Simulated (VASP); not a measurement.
# TiB2 (P6/mmm) in VASP: a series of runs, part 3 of 3

VASP 6.6.1.

**4. Single point, r2SCAN**

This run uses another cell than the first one, of 8.86 Å³/atom.

POSCAR

```
TiB2
1.0
    3.0647056727      0.0000000029      0.0000000000
   -1.5323528388      2.6541129662      0.0000000000
    0.0000000000      0.0000000000      3.2667747500
Ti B
1 2
Direct
    0.0000000000      0.0000000000      0.0000000000
    0.3333333333      0.6666666667      0.5000000000
    0.6666666667      0.3333333333      0.5000000000
```

INCAR.step1

```
PREC = Accurate
ENCUT = 550
ISMEAR = -1
SIGMA = 0.1
LREAL = False
LASPH = True
NELM = 120
NBANDS = 16
GGA = PE
ALGO = Normal
EDIFF = 1E-5
LWAVE = True
LCHARG = False
GGA_COMPAT = False
```

INCAR.step2

```
PREC = Accurate
ENCUT = 550
EDIFF = 1E-6
ISMEAR = -1
SIGMA = 0.1
LREAL = False
LASPH = True
NELM = 120
ALGO = Normal
ISIF = 2
LWAVE = False
LCHARG = True
METAGGA = R2SCAN
LMIXTAU = True
LELF = True
LVHAR = True
NBANDS = 16
ISTART = 1
GGA_COMPAT = False
```

KPOINTS

```
Automatic mesh
0
Gamma
  13 13 10
```

Potentials or basis: VASP PAW PBE potentials, release 64 (Ti_sv, B).

Command:

```
> cat potpaw_PBE.64/Ti_sv/POTCAR potpaw_PBE.64/B/POTCAR > POTCAR
> cp INCAR.step1 INCAR
> mpirun -np 1 vasp_std > vasp.out
> cp INCAR.step2 INCAR
> mpirun -np 1 vasp_std > vasp.out
```

OUTCAR:

```text
PREC = Accurate
   ENCUT = 550
   EDIFF = 1E-6
   ISMEAR = -1
   LREAL = False
   LASPH = True
   NELM = 120
   ISIF = 2
   METAGGA = R2SCAN
   ISTART = 1

 ion  position               nearest neighbor table
   1  0.000  0.000  0.000-   2 2.41   3 2.41   2 2.41   3 2.41   2 2.41   2 2.41   3 2.41   3 2.41
                             3 2.41   3 2.41   2 2.41   2 2.41
   2  0.333  0.667  0.500-   3 1.77   3 1.77   3 1.77   1 2.41   1 2.41   1 2.41   1 2.41   1 2.41
                             1 2.41
   3  0.667  0.333  0.500-   2 1.77   2 1.77   2 1.77   1 2.41   1 2.41   1 2.41   1 2.41   1 2.41
                             1 2.41

  LATTYP: Found a hexagonal cell.
 ALAT       =     3.0647056727
 C/A-ratio  =     1.0659342524

  Lattice vectors:

 A1 = (   3.0647056727,   0.0000000029,   0.0000000000)
 A2 = (  -1.5323528388,   2.6541129662,   0.0000000000)
 A3 = (   0.0000000000,   0.0000000000,   3.2667747500)

Analysis of symmetry for initial positions (statically):
=====================================================================
 Subroutine PRICEL returns:
 Original cell was already a primitive cell.

 Routine SETGRP: Setting up the symmetry group for a
 hexagonal supercell.

 Subroutine GETGRP returns: Found 24 space group operations
 (whereof 24 operations were pure point group operations)
 out of a pool of 24 trial point group operations.

The static configuration has the point symmetry D_6h.

Analysis of symmetry for dynamics (positions and initial velocities):
=====================================================================
 Subroutine PRICEL returns:
 Original cell was already a primitive cell.

 Routine SETGRP: Setting up the symmetry group for a
 hexagonal supercell.

 Subroutine GETGRP returns: Found 24 space group operations
 (whereof 24 operations were pure point group operations)
 out of a pool of 24 trial point group operations.

The dynamic configuration has the point symmetry D_6h.

 Subroutine INISYM returns: Found 24 space group operations
 (whereof 24 operations are pure point group operations),
 and found     1 'primitive' translations
[... 119 lines left out ...]
  Fermi-wavevector in a.u.,A,eV,Ry     =   1.437772  2.716994 28.125786  2.067187
  Thomas-Fermi vector in A             =   2.556812
   LORBIT       =      0    0 simple, 1 ext, 2 COOP (PROOUT), +10 PAW based schemes
   METAGGA = R2SCAN    functional components
   LHFCALC =     F    Hartree Fock is set to
   AEXX    =    0.0000 exact exchange contribution
   IVDW    =     0    specifies the selected vdW correction
   LEPSILON=     F    determine dielectric tensor
   LRPA    =     F    only Hartree local field effects (RPA)
 non-spin polarized calculation
  energy-cutoff  :      550.00
  volume of cell :       26.57
 maximum number of plane-waves:       790
 NGX is ok and might be reduce to    24
   NGX = 11   NGY = 11   NGZ = 13

 number of electron      17.9999994 magnetization

 Free energy of the ion-electron system (eV)
  ---------------------------------------------------
  ext. energy  EPLUGINS =         0.00000000
  ---------------------------------------------------
  free energy    TOTEN  =       -30.95314328 eV

  energy without entropy =      -30.94071968  energy(sigma->0) =      -30.94693148

 E-fermi :   9.7749     XC(G=0): -13.5533

 val. band max:        9.7480107299   @ k =   0.2308   0.2308   0.0000
 cond. band min:       9.8045642992   @ k =   0.0769   0.0000   0.4000
 fundamental gap:      0.0565535693
 Fermi energy:         9.7749461744

 k-point     1 :       0.0000    0.0000    0.0000
  band No.  band energies     occupation
      1     -49.7253      2.00000
      2     -25.0304      2.00000
      3     -24.7259      2.00000
      4     -24.7259      2.00000
      5      -4.5148      2.00000
      6       7.0716      2.00000
[... 433 lines left out ...]
      3     -24.8065      2.00000
      4     -24.7430      2.00000
      5      -3.9312      2.00000
      6       5.8092      2.00000
[... 8 lines left out ...]
     15      17.6468      0.00000
     16      17.9232      0.00000

 [... further k-points ...]

------------------------ aborting loop because EDIFF is reached ----------------------------------------

  FORCE on cell =-STRESS in cart. coord.  units (eV):
  Direction    XX          YY          ZZ          XY          YZ          ZX
  --------------------------------------------------------------------------------------
  -------------------------------------------------------------------------------------
  Total       -1.5973138     -1.5973138     -1.2405255     -0.0000000     -0.0000000     -0.0000000
  in kB      -96.3104606    -96.3104606    -74.7978180     -0.0000000     -0.0000000     -0.0000000
  external PRESSURE =     -89.1395798 kB  Pullay stress =       0.0000000 kB

 VOLUME and BASIS-vectors are now :
 -----------------------------------------------------------------------------
  energy-cutoff  :      550.00
  volume of cell :       26.57
      direct lattice vectors                 reciprocal lattice vectors
     3.064705673  0.000000003  0.000000000     0.326295608  0.188386857  0.000000000
    -1.532352839  2.654112966  0.000000000    -0.000000000  0.376773714  0.000000000
     0.000000000  0.000000000  3.266774750     0.000000000  0.000000000  0.306112321

 POSITION                                       TOTAL-FORCE (eV/Angst)
 -----------------------------------------------------------------------------------
      0.00000      0.00000      0.00000        -0.000000     -0.000000     -0.000000
     -0.00000      1.76941      1.63339         0.000000      0.000000      0.000000
      1.53235      0.88470      1.63339        -0.000000     -0.000000     -0.000000
 -----------------------------------------------------------------------------------
    total drift:                               -0.000000      0.000000     -0.000000

  FREE ENERGIE OF THE ION-ELECTRON SYSTEM (eV)
  ---------------------------------------------------
  free  energy   TOTEN  =       -30.9531432766 eV

  energy  without entropy=      -30.9407196780  energy(sigma->0) =      -30.94693148
```

OUTCAR.step1:

```text
PREC = Accurate
   ENCUT = 550
   ISMEAR = -1
   LREAL = False
   LASPH = True
   NELM = 120
[... 683 lines left out ...]
      0.00000      0.00000      0.00000        -0.000000      0.000000     -0.000000
     -0.00000      1.76941      1.63339        -0.000000      0.000000      0.000000
      1.53235      0.88470      1.63339         0.000000     -0.000000     -0.000000
 -----------------------------------------------------------------------------------
    total drift:                               -0.000000      0.000000      0.000000

  FREE ENERGIE OF THE ION-ELECTRON SYSTEM (eV)
  ---------------------------------------------------
  free  energy   TOTEN  =       -24.4145519623 eV

  energy  without entropy=      -24.4013748923  energy(sigma->0) =      -24.40796343
```

Wall time 5.8 min (1 thread of AMD EPYC 7R13, shared host); peak memory 0.16 GiB.

Results:

```yaml
Free_energy: -30.9531 eV
Pressure: -8.9 GPa
Band_gap_on_the_k_mesh: zero (bands 9 and 10 overlap by 0.52 eV)
```

Caveat: the cell stands under tension; the PAW data sets were made with another functional, which shifts forces and pressure a little.

**5. Single point, r2SCAN**

This run uses another cell than the first one, of 9.03 Å³/atom.

POSCAR

```
TiB2
1.0
    3.0842266177      0.0000000000      0.0000000000
   -1.5421133089      2.6710186020      0.0000000000
    0.0000000000      0.0000000000      3.2875827900
Ti B
1 2
Direct
    0.0000000000      0.0000000000      0.0000000000
    0.3333333333      0.6666666667      0.5000000000
    0.6666666667      0.3333333333      0.5000000000
```

INCAR.step1

```
SYSTEM = TiB2
  PREC = Accurate
  ENCUT = 550
  ISMEAR = -1
  SIGMA = 0.1
  LREAL = .False.
  LASPH = .True.
  NELM = 120
  NBANDS = 16
  GGA = PE
  ALGO = Normal
  EDIFF = 1E-5
  LWAVE = .True.
  LCHARG = .False.
  GGA_COMPAT = .False.
```

INCAR.step2

```
SYSTEM = TiB2
  PREC = Accurate
  ENCUT = 550
  EDIFF = 1E-6
  ISMEAR = -1
  SIGMA = 0.1
  LREAL = .False.
  LASPH = .True.
  NELM = 120
  ALGO = Normal
  ISIF = 2
  LWAVE = .False.
  LCHARG = .False.
  METAGGA = R2SCAN
  LMIXTAU = .True.
  NBANDS = 16
  ISTART = 1
  GGA_COMPAT = .False.
```

KPOINTS

```
regular mesh
0
Gamma
  13 13 10
  0 0 0
```

Command:

```
> cat potpaw_PBE.64/Ti_sv/POTCAR potpaw_PBE.64/B/POTCAR > POTCAR
> cp INCAR.step1 INCAR
> mpirun -np 1 vasp_std > vasp.out
> cp INCAR.step2 INCAR
> mpirun -np 1 vasp_std > vasp.out
```

Wall time 6.7 min (1 thread of AMD EPYC 7R13, shared host); peak memory 0.16 GiB.

The run converged. Its results:

- Free energy: -30.9184 eV
- Pressure: -13.1 GPa
- Band gap on the k mesh: zero (bands 9 and 10 overlap by 0.51 eV)

Stress tensor (GPa, compression positive):
```
-14.11   0.00   0.00
  0.00 -14.11   0.00
  0.00   0.00 -10.99
```

Levels at points of the mesh, in eV from the Fermi level:
| k point | band 5 | band 6 | band 7 | band 8 | band 9 | band 10 | band 11 | band 12 | band 13 | band 14 |
| --- | --- | --- | --- | --- | --- | --- | --- | --- | --- | --- |
| (0.00, 0.00, 0.00) | -14.18 | -2.66 | -2.66 | -2.58 | -2.07 | 1.82 | 1.82 | 3.58 | 3.58 | 5.70 |
| (0.00, 0.00, 0.50) | -12.37 | -7.91 | -0.63 | -0.63 | -0.21 | -0.21 | 0.43 | 0.43 | 1.61 | 6.64 |

Caveat: the cell stands under tension; the PAW data sets were made with another functional, which shifts forces and pressure a little.

**6. Overview**

| cell | gap on the mesh (eV) | pressure (GPa) |
| --- | --- | --- |
| a = 3.025, b = 3.025, c = 3.224 Å, angles 90.0, 90.0, 120.0°, 3 atoms | none | 0.7 |
| a = 3.045, b = 3.045, c = 3.246 Å, angles 90.0, 90.0, 120.0°, 3 atoms | none | -4.3 |
| a = 3.065, b = 3.065, c = 3.267 Å, angles 90.0, 90.0, 120.0°, 3 atoms | none | -8.9 |
| a = 3.084, b = 3.084, c = 3.288 Å, angles 90.0, 90.0, 120.0°, 3 atoms | none | -13.1 |

Alike in all rows: task single point; level r2SCAN; potentials or basis VASP PAW PBE potentials, release 64 (Ti_sv, B); no spin polarisation; k mesh 13 × 13 × 10; cutoff (eV) 550; smearing fermi-dirac 0.1 eV.

Caveats: the PAW data sets were made with another functional, which shifts forces and pressure a little; the cell stands under tension (at least some runs).

Total energies depend on the potentials used, so only differences within one code and one set of settings carry meaning.
